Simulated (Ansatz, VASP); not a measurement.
## One calculation of PtS2, two programs

File POSCAR:

```
PtS2
1.0
    3.6574265054      0.0000000000      0.0000000000
   -1.8287132527      3.0766627160      0.0000000000
    0.0000000000      0.0000000000      5.1228306135
Pt S
1 2
Direct
    0.0000000000      0.0000000000      0.0000000000
    0.3357793861      0.6715587722      0.2344970939
    0.6642206139      0.3284412278      0.7655029061
```

INCAR.step1

```
SYSTEM = PtS2
  PREC = Accurate
  ENCUT = 520
  ISMEAR = 0
  SIGMA = 0.01
  LREAL = .False.
  LASPH = .True.
  NELM = 80
  NBANDS = 18
  GGA = PE
  ALGO = Normal
  EDIFF = 1E-4
  LWAVE = .True.
  LCHARG = .False.
```

INCAR.step2

```
SYSTEM = PtS2
  PREC = Accurate
  ENCUT = 520
  EDIFF = 1E-6
  ISMEAR = 0
  SIGMA = 0.01
  LREAL = .False.
  LASPH = .True.
  NELM = 80
  ALGO = Normal
  ISIF = 2
  LWAVE = .False.
  LCHARG = .False.
  METAGGA = R2SCAN
  LMIXTAU = .True.
  NBANDS = 18
  ISTART = 1
```

The input KPOINTS:

```
Automatic mesh
0
Gamma
  12 12 6
  0 0 0
```

Input for Ansatz:

```yaml
crystal:
  lattice:
    - [3.6574265054, 0.0, 0.0]
    - [-1.8287132527, 3.076662716, 0.0]
    - [0.0, 0.0, 5.1228306135]
  atoms:
    - { symbol: Pt, position: [0.0, 0.0, 0.0] }
    - { symbol: S, position: [0.3357793861, 0.6715587722, 0.2344970939] }
    - { symbol: S, position: [0.6642206139, 0.3284412278, 0.7655029061] }
kpoints:
  mp_grid: { grid: [12, 12, 6] }
  band_path:
    path:
      - [0.0, 0.0, 0.0]
      - [0.5, 0.0, 0.0]
      - [0.3333333333, 0.3333333333, 0.0]
      - [0.0, 0.0, 0.5]
      - [0.5, 0.0, 0.5]
      - [0.3333333333, 0.3333333333, 0.5]
      - [0.0, 0.25, 0.3333333333]
      - [0.0, 0.171875, 0.182292]
      - [0.28776, -0.005208, -0.292969]
    npoints: 1
hamiltonian:
  xc: r2scan
scf:
  occupations: { method: fixed }
  n_extra_bands: 4
output:
  forces: true
  stress: true
  eigenvalues: true
```

Change from the starting cell: uniaxial_x strain +3.0%.

Alike in both runs: task single point; functional r2SCAN; k mesh 12 × 12 × 6; no spin polarisation.

|  | VASP | Ansatz |
| --- | --- | --- |
| version | VASP 6.6.1 | Ansatz 0.2.0 |
| potentials or method | VASP PAW PBE potentials, release 64 (Pt, S) | plane waves, PAW |
| plane-wave cutoff (eV) | 520 | 500 |
| occupations | gaussian, width 0.01 eV | fixed |
| valence electrons in the cell | 22 | 30 |

```tsv
	VASP	Ansatz	Ansatz less VASP
gap on the k mesh at the Fermi level (eV)	0.74	0.74	+0.007
pressure (GPa)	-1.6	-1.5	+0.09
traceless stress, the component that is largest in VASP (GPa)	-3.19	-3.20	-0.012
rms of the force components (eV/Å)	0.023	0.020	-0.0029
```

VASP's potentials were made for PBE, not for r2SCAN. Atom by atom the forces differ by 0.003 eV/Å (rms over components). VASP's potentials hold 22 valence electrons a cell and Ansatz's 30, so a difference there can come from the potentials and not from the codes.

Spin-orbit coupling is off throughout.
